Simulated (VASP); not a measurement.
# AlCo3 (Pm-3m) in VASP: notebook, part 2 of 2

VASP 6.6.1. The steps go on from the part before.

## 3. Single point, r2SCAN+rVV10, collinear spin, ferromagnetic start

This run uses another cell than the first one, of 11.41 Å³/atom.

Input file POSCAR:

```
AlCo3
1.0
    3.5741106254      0.0000000000      0.0000000000
    0.0000000000      3.5741106254      0.0000000000
    0.0000000000      0.0000000000      3.5741106254
Al Co
1 3
Direct
    0.0000000000      0.0000000000      0.0000000000
    0.5000000000      0.5000000000      0.0000000000
    0.5000000000      0.0000000000      0.5000000000
    0.0000000000      0.5000000000      0.5000000000
```

Input file INCAR.step1:

```
SYSTEM = AlCo3
PREC     = Accurate       ! precision mode
ENCUT    = 520            ! plane-wave cutoff, eV
ISMEAR   = 0              ! smearing method
SIGMA    = 0.1            ! smearing width, eV
LREAL    = .FALSE.        ! projectors in reciprocal space
LASPH    = .TRUE.         ! aspherical terms in the spheres
NELM     = 150            ! most SCF steps
ISPIN    = 2              ! spin polarisation
MAGMOM   = 0 1.76 1.76 1.76 ! initial moments
LMAXMIX  = 4              ! l up to which the mixer works
NBANDS   = 27             ! bands
GGA      = PE             ! functional
ALGO     = Normal         ! electronic algorithm
EDIFF    = 1E-4           ! SCF threshold, eV
LWAVE    = .TRUE.         ! write WAVECAR
LCHARG   = .FALSE.        ! write CHGCAR
```

Input file INCAR.step2:

```
SYSTEM = AlCo3
PREC     = Accurate       ! precision mode
ENCUT    = 520            ! plane-wave cutoff, eV
EDIFF    = 1E-7           ! SCF threshold, eV
ISMEAR   = 0              ! smearing method
SIGMA    = 0.1            ! smearing width, eV
LREAL    = .FALSE.        ! projectors in reciprocal space
LASPH    = .TRUE.         ! aspherical terms in the spheres
NELM     = 150            ! most SCF steps
ALGO     = Normal         ! electronic algorithm
ISIF     = 2              ! what is computed and relaxed
LWAVE    = .FALSE.        ! write WAVECAR
LCHARG   = .FALSE.        ! write CHGCAR
ISPIN    = 2              ! spin polarisation
MAGMOM   = 0 1.76 1.76 1.76 ! initial moments
LORBIT   = 11             ! projections on sites
LMAXMIX  = 4              ! l up to which the mixer works
METAGGA  = R2SCAN         ! meta-GGA
LMIXTAU  = .TRUE.       
LUSE_VDW = .TRUE.       
IVDW_NL  = 2            
BPARAM   = 11.95        
CPARAM   = 0.0093       
NBANDS   = 27             ! bands
ISTART   = 1
```

Input file KPOINTS:

```
regular mesh
0
G
  12 12 12
  0 0 0
```

Potentials or basis: VASP PAW PBE potentials, release 64 (Al, Co).

Run with:

```sh
cat potpaw_PBE.64/Al/POTCAR potpaw_PBE.64/Co/POTCAR > POTCAR
cp INCAR.step1 INCAR
mpirun -np 1 vasp_std > vasp.out
cp INCAR.step2 INCAR
mpirun -np 1 vasp_std > vasp.out
```

OUTCAR:

```text
SYSTEM = AlCo3
   PREC = Accurate
   ENCUT = 520
   EDIFF = 1E-7
   ISMEAR = 0
   LREAL = .FALSE.
   LASPH = .TRUE.
   NELM = 150
   ISIF = 2
   ISPIN = 2
   LORBIT = 11
   METAGGA = R2SCAN
   IVDW_NL = 2
   BPARAM = 11.95
   ISTART = 1

 ion  position               nearest neighbor table
   1  0.000  0.000  0.000-   2 2.53   3 2.53   4 2.53   3 2.53   4 2.53   2 2.53   4 2.53   4 2.53
                             2 2.53   3 2.53   3 2.53   2 2.53
   2  0.500  0.500  0.000-   1 2.53   3 2.53   4 2.53   3 2.53   4 2.53   1 2.53   3 2.53   3 2.53
                             1 2.53   4 2.53   4 2.53   1 2.53
   3  0.500  0.000  0.500-   1 2.53   2 2.53   4 2.53   1 2.53   2 2.53   2 2.53   4 2.53   2 2.53
                             1 2.53   4 2.53   1 2.53   4 2.53
   4  0.000  0.500  0.500-   1 2.53   2 2.53   3 2.53   1 2.53   2 2.53   1 2.53   3 2.53   1 2.53
                             2 2.53   3 2.53   2 2.53   3 2.53

  LATTYP: Found a simple cubic cell.
 ALAT       =     3.5741106254

  Lattice vectors:

 A1 = (   3.5741106254,   0.0000000000,   0.0000000000)
 A2 = (   0.0000000000,   3.5741106254,   0.0000000000)
 A3 = (   0.0000000000,   0.0000000000,   3.5741106254)

Analysis of symmetry for initial positions (statically):
=====================================================================
 Subroutine PRICEL returns:
 Original cell was already a primitive cell.

 Routine SETGRP: Setting up the symmetry group for a
 simple cubic supercell.

 Subroutine GETGRP returns: Found 48 space group operations
 (whereof 48 operations were pure point group operations)
 out of a pool of 48 trial point group operations.

The static configuration has the point symmetry O_h .

Analysis of symmetry for dynamics (positions and initial velocities):
=====================================================================
 Subroutine PRICEL returns:
 Original cell was already a primitive cell.

 Routine SETGRP: Setting up the symmetry group for a
 simple cubic supercell.

 Subroutine GETGRP returns: Found 48 space group operations
 (whereof 48 operations were pure point group operations)
 out of a pool of 48 trial point group operations.

The dynamic configuration has the point symmetry O_h .

Analysis of structural, dynamic, and magnetic symmetry:
=====================================================================
 Subroutine PRICEL returns:
 Original cell was already a primitive cell.

 Routine SETGRP: Setting up the symmetry group for a
 simple cubic supercell.

 Subroutine GETGRP returns: Found 48 space group operations
 (whereof 48 operations were pure point group operations)
 out of a pool of 48 trial point group operations.

The overall configuration has the point symmetry O_h .

 Subroutine INISYM returns: Found 48 space group operations
 (whereof 48 operations are pure point group operations),
 and found     1 'primitive' translations

----------------------------------------------------------------------------------------

                                     Primitive cell

  volume of cell :      45.6566

  direct lattice vectors                    reciprocal lattice vectors
     3.574110625  0.000000000  0.000000000     0.279789885  0.000000000  0.000000000
[... 90 lines left out ...]
   EDIFF  = 0.1E-06   stopping-criterion for ELM
   LREAL  =      F    real-space projection
   EDIFFG = 0.1E-05   stopping-criterion for IOM
   NSW    =      0    number of steps for IOM
   IBRION =     -1    ionic relax: 0-MD 1-quasi-New 2-CG
   NFREE  =      0    steps in history (QN), initial steepest desc. (CG)
   ISIF   =      2    stress and relaxation
   ISYM   =      2    0-nonsym 1-usesym 2-fastsym
   POTIM  = 0.5000    time-step for ionic-motion
   TEBEG  =    0.0;   TEEND  =   0.0 temperature during run
   PSTRESS=    0.0 pullay stress
   NELECT =      30.0000    total number of electrons
   NUPDOWN=      -1.0000    fix difference up-down
   EMIN   =  10.00;   EMAX   =-10.00  energy-range for DOS
   EFERMI =   0.00;   METHOD = LEGACY
   ISMEAR =     0;   SIGMA  =   0.10  broadening in eV -4-tet -1-fermi 0-gaus
   EFERMI_NEDOS =   21; number of points for ismear=-14 and -15
   IALGO  =     38    algorithm
   IMIX   =      4    mixing-type and parameters
     AMIX     =   0.40;   BMIX     =  1.00
     AMIX_MAG =   1.60;   BMIX_MAG =  1.00
  volume/ion in A,a.u.               =      11.41        77.03
  Fermi-wavevector in a.u.,A,eV,Ry     =   1.423248  2.689549 27.560437  2.025635
  Thomas-Fermi vector in A             =   2.543866
   LORBIT       =     11    0 simple, 1 ext, 2 COOP (PROOUT), +10 PAW based schemes
   METAGGA = R2SCAN    functional components
   LHFCALC =     F    Hartree Fock is set to
   AEXX    =    0.0000 exact exchange contribution
   IVDW_NL    =     2    kernel type
   BPARAM     =11.9500
   IVDW    =     0    specifies the selected vdW correction
   LEPSILON=     F    determine dielectric tensor
   LRPA    =     F    only Hartree local field effects (RPA)
 spin polarized calculation
 Gauss-broadening in eV      SIGMA  =   0.10
  energy-cutoff  :      520.00
  volume of cell :       45.66
 maximum number of plane-waves:      1253
 NGX is ok and might be reduce to    28
   NGX = 13   NGY = 13   NGZ = 13

 number of electron      30.0000030 magnetization       4.4995889

 Free energy of the ion-electron system (eV)
  ---------------------------------------------------
  ext. energy  EPLUGINS =         0.00000000
  ---------------------------------------------------
  free energy    TOTEN  =       -46.46326732 eV

  energy without entropy =      -46.45154030  energy(sigma->0) =      -46.45740381

 E-fermi :  10.4143     XC(G=0): -13.8284

 val. band max:       10.3994383507   @ k =   0.4167   0.2500   0.0000
 cond. band min:      10.4165413909   @ k =   0.5000   0.4167   0.1667
 fundamental gap:      0.0171030402
 Fermi energy:        10.4142943678

 spin component 1

 k-point     1 :       0.0000    0.0000    0.0000
  band No.  band energies     occupation
      1      -0.4464      1.00000
      2       4.1738      1.00000
      3       5.2901      1.00000
      4       5.2901      1.00000
      5       5.9594      1.00000
      6       5.9594      1.00000
[... 709 lines left out ...]
     26      23.2115      0.00000
     27      23.8536      0.00000

 [... further k-points ...]

 spin component 2

 k-point     1 :       0.0000    0.0000    0.0000
  band No.  band energies     occupation
      1      -0.6710      1.00000
      2       6.3226      1.00000
      3       6.9520      1.00000
      4       6.9526      1.00000
      5       6.9526      1.00000
      6       7.2561      1.00000
[... 709 lines left out ...]
     26      23.7455      0.00000
     27      24.0165      0.00000

 [... further k-points ...]

------------------------ aborting loop because EDIFF is reached ----------------------------------------

  FORCE on cell =-STRESS in cart. coord.  units (eV):
  Direction    XX          YY          ZZ          XY          YZ          ZX
  --------------------------------------------------------------------------------------
  -------------------------------------------------------------------------------------
  Total       -0.0012137     -0.0012137     -0.0012137      0.0000000      0.0000000      0.0000000
  in kB       -0.0425900     -0.0425900     -0.0425900      0.0000000      0.0000000      0.0000000
  external PRESSURE =      -0.0425900 kB  Pullay stress =       0.0000000 kB

 VOLUME and BASIS-vectors are now :
 -----------------------------------------------------------------------------
  energy-cutoff  :      520.00
  volume of cell :       45.66
      direct lattice vectors                 reciprocal lattice vectors
     3.574110625  0.000000000  0.000000000     0.279789885  0.000000000  0.000000000
     0.000000000  3.574110625  0.000000000     0.000000000  0.279789885  0.000000000
     0.000000000  0.000000000  3.574110625     0.000000000  0.000000000  0.279789885

 POSITION                                       TOTAL-FORCE (eV/Angst)
 -----------------------------------------------------------------------------------
      0.00000      0.00000      0.00000         0.000000      0.000000      0.000000
      1.78706      1.78706      0.00000         0.000000      0.000000      0.000000
      1.78706      0.00000      1.78706         0.000000      0.000000      0.000000
      0.00000      1.78706      1.78706         0.000000      0.000000      0.000000
 -----------------------------------------------------------------------------------
    total drift:                                0.000000      0.000000      0.000000

  FREE ENERGIE OF THE ION-ELECTRON SYSTEM (eV)
  ---------------------------------------------------
  free  energy   TOTEN  =       -46.4632673231 eV

  energy  without entropy=      -46.4515403035  energy(sigma->0) =      -46.45740381

 total charge

# of ion       s       p       d       tot
------------------------------------------
    1        0.411   0.435   0.000   0.847
    2        0.486   0.560   7.271   8.317
    3        0.486   0.560   7.271   8.317
    4        0.486   0.560   7.271   8.317
--------------------------------------------------
tot          1.868   2.116  21.813  25.798

 magnetization (x)

# of ion       s       p       d       tot
------------------------------------------
    1       -0.001  -0.036   0.000  -0.038
    2        0.013  -0.008   1.569   1.575
    3        0.013  -0.008   1.569   1.575
    4        0.013  -0.008   1.569   1.575
--------------------------------------------------
tot          0.038  -0.059   4.708   4.687
```

It took 9.5 min on 1 thread of Intel Xeon Platinum 8488C (Sapphire Rapids), shared host; peak memory 0.39 GiB.

Results:

```yaml
Free_energy: -46.4633 eV
Pressure: 0.0 GPa
Net_moment: 4.50 μB per cell
Site_moments: Al -0.04; Co +1.57 μB
Valence_electrons_inside_the_program's_atomic_spheres: Al 0.85; Co 8.32
```

Caveat: the PAW data sets were made with another functional, which shifts forces and pressure a little.

## 4. Single point, r2SCAN+D3(BJ), collinear spin, ferromagnetic start

This run uses another cell than the first one, of 11.42 Å³/atom.

Input file POSCAR:

```
AlCo3
1.0
    3.5749480000      0.0000000000      0.0000000000
    0.0000000000      3.5749480000      0.0000000000
    0.0000000000      0.0000000000      3.5749480000
Al Co
1 3
Direct
    0.0000000000      0.0000000000      0.0000000000
    0.5000000000      0.5000000000      0.0000000000
    0.5000000000      0.0000000000      0.5000000000
    0.0000000000      0.5000000000      0.5000000000
```

Input file INCAR.step1:

```
  PREC = Accurate
  ENCUT = 520
  ISMEAR = 0
  SIGMA = 0.1
  LREAL = False
  LASPH = True
  NELM = 150
  ISPIN = 2
  MAGMOM = 0 1.76 1.76 1.76
  LMAXMIX = 4
  NBANDS = 27
  GGA = PE
  ALGO = Normal
  EDIFF = 1E-4
  LWAVE = True
  LCHARG = False
```

Input file INCAR.step2:

```
  PREC = Accurate
  ENCUT = 520
  EDIFF = 1E-6
  ISMEAR = 0
  SIGMA = 0.1
  LREAL = False
  LASPH = True
  NELM = 150
  ALGO = Normal
  ISIF = 2
  LWAVE = False
  LCHARG = False
  ISPIN = 2
  MAGMOM = 0 1.76 1.76 1.76
  LORBIT = 11
  LMAXMIX = 4
  METAGGA = R2SCAN
  LMIXTAU = True
  IVDW = 12
  VDW_S6 = 1.0
  VDW_S8 = 0.78981345
  VDW_A1 = 0.49484001
  VDW_A2 = 5.73083694
  NBANDS = 27
  ISTART = 1
```

Input file KPOINTS:

```
Automatic mesh
0
Gamma
  12 12 12
```

Run with:

```sh
cat potpaw_PBE.64/Al/POTCAR potpaw_PBE.64/Co/POTCAR > POTCAR
cp INCAR.step1 INCAR
mpirun -np 1 vasp_std > vasp.out
cp INCAR.step2 INCAR
mpirun -np 1 vasp_std > vasp.out
```

Run time: 8.6 min. Hardware: 1 thread of Intel Xeon Platinum 8488C (Sapphire Rapids), shared host; peak memory 0.3 GiB.

It converged, with:

- Free energy: -47.9366 eV
- Pressure: -1.5 GPa
- Net moment: 4.50 μB per cell
- Site moments: Al -0.04; Co +1.57 μB
- Valence electrons inside the program's atomic spheres: Al 0.84; Co 8.32
- Dispersion energy per atom: -0.196 eV

Levels at points of the mesh, in eV from the Fermi level:
Spin up:
| k point | band 15 | band 16 | band 17 | band 18 | band 19 | band 20 |
| --- | --- | --- | --- | --- | --- | --- |
| (0.00, 0.00, 0.00) | -0.91 | -0.91 | 0.32 | 0.32 | 0.32 | 6.23 |
| (0.50, 0.00, 0.00) | -2.11 | -2.11 | -0.91 | 5.22 | 5.22 | 5.23 |
| (0.50, 0.50, 0.00) | -1.91 | -1.77 | -1.24 | -0.06 | -0.06 | 7.93 |
| (0.50, 0.50, 0.50) | -1.88 | -1.31 | -1.31 | -1.31 | -0.89 | 3.19 |
Spin down:
| k point | band 11 | band 12 | band 13 | band 14 | band 15 | band 16 |
| --- | --- | --- | --- | --- | --- | --- |
| (0.00, 0.00, 0.00) | 0.31 | 0.31 | 0.31 | 0.53 | 0.53 | 0.53 |
| (0.50, 0.00, 0.00) | -0.89 | -0.89 | -0.19 | 0.49 | 0.53 | 0.77 |
| (0.50, 0.50, 0.00) | -0.58 | -0.57 | -0.43 | 0.19 | 0.34 | 0.45 |
| (0.50, 0.50, 0.50) | -1.08 | -0.72 | -0.72 | 0.42 | 0.42 | 0.42 |

Caveat: three body term missing; the PAW data sets were made with another functional, which shifts forces and pressure a little.

## 5. Summary

```tsv
level	spin	cell	gap on the mesh (eV)	pressure (GPa)	moment (μB)
r2SCAN	off	a = 3.497 Å, 4 atoms	none	-0.1	-
r2SCAN+rVV10	collinear, ferromagnetic start	a = 3.574 Å, 4 atoms	none	0.0	4.50
r2SCAN+D3(BJ)	collinear, ferromagnetic start	a = 3.575 Å, 4 atoms	none	-1.5	4.50
```

Alike in all rows: task single point; potentials or basis VASP PAW PBE potentials, release 64 (Al, Co); k mesh 12 × 12 × 12; cutoff (eV) 520; smearing gaussian 0.1 eV.

Caveats: the PAW data sets were made with another functional, which shifts forces and pressure a little; three body term missing (at least some runs).

Total energies depend on the potentials used, so only differences within one code and one set of settings carry meaning.
